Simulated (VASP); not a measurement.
# VPt (P4/mmm) in VASP: further runs

VPt is run at these levels: LDA; tasks: single point, relaxation of cell and atoms.

All numbers are computed with VASP 6.6.1; they aren't measurements. Logs are shortened: lines on timing, memory, paths and dates and some standing lists are left out, and cuts for length are marked.

### Step 1. The cell of the first run

The structure is tetragonal, space group P4/mmm (No. 123). Conventional cell: a = 2.652 Å, b = 2.652 Å, c = 3.831 Å, α = 90.00°, β = 90.00°, γ = 90.00°. Within 3.5 Å of V (site symmetry 4/mmm) lie 4 V at 2.65 Å and 8 Pt at 2.68 Å. Within 3.5 Å of Pt (site symmetry 4/mmm) lie 4 Pt at 2.65 Å and 8 V at 2.68 Å.

### Step 2. Single point, LDA

INCAR reads:

```
ALGO = Normal
EDIFF = 1E-6
ENCUT = 520
GGA = CA
ISIF = 2
ISMEAR = 0
LASPH = T
LCHARG = F
LREAL = F
LWAVE = F
NBANDS = 18
NELM = 100
PREC = Accurate
SIGMA = 0.1
```

KPOINTS reads:

```
k-points
0
Gamma
  16 16 12
```

POSCAR reads:

```
VPt
1.0
    2.6521602254      0.0000000000      0.0000000000
    0.0000000000      2.6521602254      0.0000000000
    0.0000000000      0.0000000000      3.8313484144
V Pt
1 1
Direct
    0.5000000000      0.5000000000      0.5000000000
    0.0000000000      0.0000000000      0.0000000000
```

Potentials or basis: VASP PAW LDA potentials, release 64 (V_sv, Pt).

Started as:

```console
$ cat potpaw_LDA.64/V_sv/POTCAR potpaw_LDA.64/Pt/POTCAR > POTCAR
$ mpirun -np 1 vasp_std > vasp.out
```

OUTCAR:

```text
EDIFF = 1E-6
   ENCUT = 520
   GGA = CA
   ISIF = 2
   ISMEAR = 0
   LASPH = T
   LREAL = F
   NELM = 100
   PREC = Accurate

 ion  position               nearest neighbor table
   1  0.500  0.500  0.500-   2 2.68   2 2.68   2 2.68   2 2.68   2 2.68   2 2.68   2 2.68   2 2.68

   2  0.000  0.000  0.000-   1 2.68   1 2.68   1 2.68   1 2.68   1 2.68   1 2.68   1 2.68   1 2.68

  LATTYP: Found a simple tetragonal cell.
 ALAT       =     2.6521602254
 C/A-ratio  =     1.4446142347

  Lattice vectors:

 A1 = (   2.6521602254,   0.0000000000,   0.0000000000)
 A2 = (   0.0000000000,   2.6521602254,   0.0000000000)
 A3 = (   0.0000000000,   0.0000000000,   3.8313484144)

Analysis of symmetry for initial positions (statically):
=====================================================================
 Subroutine PRICEL returns:
 Original cell was already a primitive cell.

 Routine SETGRP: Setting up the symmetry group for a
 simple tetragonal supercell.

 Subroutine GETGRP returns: Found 16 space group operations
 (whereof 16 operations were pure point group operations)
 out of a pool of 16 trial point group operations.

The static configuration has the point symmetry D_4h.

Analysis of symmetry for dynamics (positions and initial velocities):
=====================================================================
 Subroutine PRICEL returns:
 Original cell was already a primitive cell.

 Routine SETGRP: Setting up the symmetry group for a
 simple tetragonal supercell.

 Subroutine GETGRP returns: Found 16 space group operations
 (whereof 16 operations were pure point group operations)
 out of a pool of 16 trial point group operations.

The dynamic configuration has the point symmetry D_4h.

 Subroutine INISYM returns: Found 16 space group operations
 (whereof 16 operations are pure point group operations),
 and found     1 'primitive' translations

----------------------------------------------------------------------------------------

                                     Primitive cell

  volume of cell :      26.9495

  direct lattice vectors                    reciprocal lattice vectors
     2.652160225  0.000000000  0.000000000     0.377051126  0.000000000  0.000000000
[... 81 lines left out ...]
   LNONCOLLINEAR =      F non collinear calculations
   LSORBIT =      F    spin-orbit coupling
   LASPH  =      T    aspherical Exc in radial PAW
   ENCUT  =  520.0 eV  38.22 Ry    6.18 a.u.   4.93  4.93  7.12*2*pi/ulx,y,z
   NELM   =    100;   NELMIN=  2; NELMDL= -5     # of ELM steps
   EDIFF  = 0.1E-05   stopping-criterion for ELM
   LREAL  =      F    real-space projection
   EDIFFG = 0.1E-04   stopping-criterion for IOM
   NSW    =      0    number of steps for IOM
   IBRION =     -1    ionic relax: 0-MD 1-quasi-New 2-CG
   NFREE  =      0    steps in history (QN), initial steepest desc. (CG)
   ISIF   =      2    stress and relaxation
   ISYM   =      2    0-nonsym 1-usesym 2-fastsym
   POTIM  = 0.5000    time-step for ionic-motion
   TEBEG  =    0.0;   TEEND  =   0.0 temperature during run
   PSTRESS=    0.0 pullay stress
   NELECT =      23.0000    total number of electrons
   NUPDOWN=      -1.0000    fix difference up-down
   EMIN   =  10.00;   EMAX   =-10.00  energy-range for DOS
   EFERMI =   0.00;   METHOD = LEGACY
   ISMEAR =     0;   SIGMA  =   0.10  broadening in eV -4-tet -1-fermi 0-gaus
   EFERMI_NEDOS =   21; number of points for ismear=-14 and -15
   IALGO  =     38    algorithm
   IMIX   =      4    mixing-type and parameters
     AMIX     =   0.40;   BMIX     =  1.00
     AMIX_MAG =   1.60;   BMIX_MAG =  1.00
  volume/ion in A,a.u.               =      13.47        90.93
  Fermi-wavevector in a.u.,A,eV,Ry     =   1.552865  2.934489 32.808952  2.411390
  Thomas-Fermi vector in A             =   2.657179
   LORBIT       =      0    0 simple, 1 ext, 2 COOP (PROOUT), +10 PAW based schemes
   GGA     = CA    functional components
   LHFCALC =     F    Hartree Fock is set to
   AEXX    =    0.0000 exact exchange contribution
   IVDW    =     0    specifies the selected vdW correction
   LEPSILON=     F    determine dielectric tensor
   LRPA    =     F    only Hartree local field effects (RPA)
 non-spin polarized calculation
 Gauss-broadening in eV      SIGMA  =   0.10
  energy-cutoff  :      520.00
  volume of cell :       26.95
 maximum number of plane-waves:       742
 NGX is ok and might be reduce to    20
   NGX =  9   NGY =  9   NGZ = 15

 number of electron      22.9999999 magnetization

 Free energy of the ion-electron system (eV)
  ---------------------------------------------------
  ext. energy  EPLUGINS =         0.00000000
  ---------------------------------------------------
  free energy    TOTEN  =       -18.60871475 eV

  energy without entropy =      -18.59996339  energy(sigma->0) =      -18.60433907

 E-fermi :  11.8438     XC(G=0): -13.8082

 val. band max:       11.8424575096   @ k =   0.2500   0.2500   0.0000
 cond. band min:      11.8488161279   @ k =   0.1250   0.0000   0.0833
 fundamental gap:      0.0063586183
 Fermi energy:        11.8437968304

 k-point     1 :       0.0000    0.0000    0.0000
  band No.  band energies     occupation
      1     -51.7763      2.00000
      2     -26.1904      2.00000
      3     -25.6863      2.00000
      4     -25.6863      2.00000
      5       2.0334      2.00000
      6       4.8528      2.00000
[... 481 lines left out ...]
      5       5.7879      2.00000
      6       6.2314      2.00000
[... 10 lines left out ...]
     17      24.0473      0.00000
     18      24.0571      0.00000

 [... further k-points ...]

------------------------ aborting loop because EDIFF is reached ----------------------------------------

  FORCE on cell =-STRESS in cart. coord.  units (eV):
  Direction    XX          YY          ZZ          XY          YZ          ZX
  --------------------------------------------------------------------------------------
  -------------------------------------------------------------------------------------
  Total        0.1267364      0.1267364      0.1401579      0.0000000      0.0000000      0.0000000
  in kB        7.5346124      7.5346124      8.3325313      0.0000000      0.0000000      0.0000000
  external PRESSURE =       7.8005853 kB  Pullay stress =       0.0000000 kB

 VOLUME and BASIS-vectors are now :
 -----------------------------------------------------------------------------
  energy-cutoff  :      520.00
  volume of cell :       26.95
      direct lattice vectors                 reciprocal lattice vectors
     2.652160225  0.000000000  0.000000000     0.377051126  0.000000000  0.000000000
     0.000000000  2.652160225  0.000000000     0.000000000  0.377051126  0.000000000
     0.000000000  0.000000000  3.831348414     0.000000000  0.000000000  0.261004715

 POSITION                                       TOTAL-FORCE (eV/Angst)
 -----------------------------------------------------------------------------------
      1.32608      1.32608      1.91567         0.000000      0.000000      0.000000
      0.00000      0.00000      0.00000         0.000000      0.000000      0.000000
 -----------------------------------------------------------------------------------
    total drift:                               -0.000000      0.000000      0.000000

  FREE ENERGIE OF THE ION-ELECTRON SYSTEM (eV)
  ---------------------------------------------------
  free  energy   TOTEN  =       -18.6087147454 eV

  energy  without entropy=      -18.5999633912  energy(sigma->0) =      -18.60433907
```

OSZICAR:

```text
N       E                     dE             d eps       ncg     rms          rms(c)
DAV:   1     0.212636097655E+03    0.21264E+03   -0.13289E+04 11604   0.134E+03
DAV:   2    -0.151195713724E+02   -0.22776E+03   -0.22206E+03 11868   0.391E+02
DAV:   3    -0.207061490506E+02   -0.55866E+01   -0.55431E+01 12236   0.694E+01
DAV:   4    -0.207518900704E+02   -0.45741E-01   -0.45728E-01 12206   0.640E+00
DAV:   5    -0.207525809434E+02   -0.69087E-03   -0.69086E-03 12090   0.820E-01    0.225E+01
DAV:   6    -0.189317750417E+02    0.18208E+01   -0.79270E+00 11922   0.284E+01    0.557E+00
DAV:   7    -0.190160721006E+02   -0.84297E-01   -0.53799E+00 12102   0.186E+01    0.708E+00
DAV:   8    -0.186238576687E+02    0.39221E+00   -0.14361E+00 11986   0.102E+01    0.129E+00
DAV:   9    -0.186104116175E+02    0.13446E-01   -0.23610E-02 12016   0.127E+00    0.405E-01
DAV:  10    -0.186087179316E+02    0.16937E-02   -0.32481E-03 11904   0.665E-01    0.101E-01
DAV:  11    -0.186087173075E+02    0.62414E-06   -0.74354E-05 12012   0.839E-02    0.271E-02
DAV:  12    -0.186087148717E+02    0.24358E-05   -0.18774E-05 11914   0.310E-02    0.663E-03
DAV:  13    -0.186087147454E+02    0.12623E-06   -0.88856E-07  6286   0.986E-03
   1 F= -.18608715E+02 E0= -.18604339E+02  d E =-.875135E-02
```

It took 40 s on 1 thread of Intel Xeon 6975P-C (Granite Rapids), shared host; peak memory 0.25 GiB.

What came out:

| Quantity | Value |
| --- | --- |
| Free energy | -18.6087 eV |
| Pressure | 0.8 GPa |
| Band gap on the k mesh | zero (an odd number of electrons rules out a gap without spin polarisation) |

Stress tensor (GPa, compression positive):
```
0.75 0.00 0.00
0.00 0.75 0.00
0.00 0.00 0.83
```

Caveat: spin-orbit coupling is left out, which moves the levels of the heavy elements.

### Step 3. Relaxation of cell and atoms, LDA

This run uses another cell than the first one, of 14.28 Å³/atom.

INCAR reads:

```
ALGO     = Normal         # electronic algorithm
EDIFF    = 1E-6           # SCF threshold, eV
EDIFFG   = -0.005         # ionic threshold
ENCUT    = 600            # plane-wave cutoff, eV
GGA      = CA             # functional
IBRION   = 2              # ionic algorithm
ISIF     = 3              # what is computed and relaxed
ISMEAR   = 0              # smearing method
LASPH    = T              # aspherical terms in the spheres
LCHARG   = F              # write CHGCAR
LREAL    = F              # projectors in reciprocal space
LWAVE    = F              # write WAVECAR
NELM     = 100            # most SCF steps
NSW      = 70             # ionic steps
PREC     = Accurate       # precision mode
SIGMA    = 0.1            # smearing width, eV
```

KPOINTS is that of step 2.

POSCAR reads:

```
VPt
1.0
    2.7028326210      0.0000000000      0.0000000000
    0.0000000000      2.7028326210      0.0000000000
    0.0000000000      0.0000000000      3.9088238004
V Pt
1 1
Direct
    0.5000000000      0.5000000000      0.5000000000
    0.0000000000      0.0000000000      0.0000000000
```

Potentials or basis: VASP PAW LDA potentials, release 64 (V_sv, Pt).

Started as:

```console
$ cat potpaw_LDA.64/V_sv/POTCAR potpaw_LDA.64/Pt/POTCAR > POTCAR
$ mpirun -np 1 vasp_std > vasp.out
```

Run time: 3.6 min. Hardware: 1 thread of Intel Xeon 6975P-C (Granite Rapids), shared host; peak memory 0.31 GiB.

Results (log left out):

* Free energy: -18.6098 eV
* Relaxed volume: 13.51 Å³/atom
* Relaxed cell: a = 2.654 Å, b = 2.654 Å, c = 3.836 Å, α = 90.00°, β = 90.00°, γ = 90.00°
* Space group after relaxing (to 0.1 Å): P4/mmm (No. 123)
* Energy gained by relaxing: 34.7 meV/atom
* Ionic steps: 11
* Pressure after relaxing: 0.0 GPa
* Band gap on the k mesh: zero (an odd number of electrons rules out a gap without spin polarisation)

Step by step:
```
step  energy change (eV)  largest force (eV/Å)  pressure (GPa)  volume (Å³)
   1              0.0000                0.0000          -13.80        28.56
   2              0.3785                0.0000           49.71        23.77
   3             -0.0692                0.0000           -0.78        27.10
   4             -0.0693                0.0000           -0.12        27.04
   5             -0.0693                0.0000            0.15        27.01
   6             -0.0693                0.0000           -0.26        27.05
   7             -0.0694                0.0000           -0.13        27.03
   8             -0.0694                0.0000           -0.03        27.03
   9             -0.0694                0.0000           -0.07        27.03
  10             -0.0694                0.0000           -0.04        27.03
  11             -0.0694                0.0000            0.00        27.02
```

Final structure:
```xyz
2
Lattice="2.6543 0.0000 0.0000 0.0000 2.6543 0.0000 0.0000 0.0000 3.8356" Properties=species:S:1:pos:R:3 pbc="T T T"
V     1.3271    1.3271    1.9178
Pt    2.6543    0.0000    0.0000
```

Levels at points of the mesh, in eV from the Fermi level:
```tsv
k point	band 10	band 11	band 12	band 13	band 14	band 15
(0.00, 0.00, 0.00)	-1.27	-1.24	0.13	2.32	2.32	2.37
(0.50, 0.00, 0.00)	-2.13	-1.86	-1.35	0.67	1.32	2.27
(0.50, 0.50, 0.00)	0.96	2.11	2.11	2.19	2.51	2.51
(0.00, 0.00, 0.50)	-2.56	-1.87	-1.15	-0.25	0.92	0.92
(0.50, 0.00, 0.50)	-0.86	-0.50	0.14	0.77	1.80	2.12
(0.50, 0.50, 0.50)	-1.84	-1.84	0.43	0.92	3.26	8.19
```

Caveat: spin-orbit coupling is left out, which moves the levels of the heavy elements.
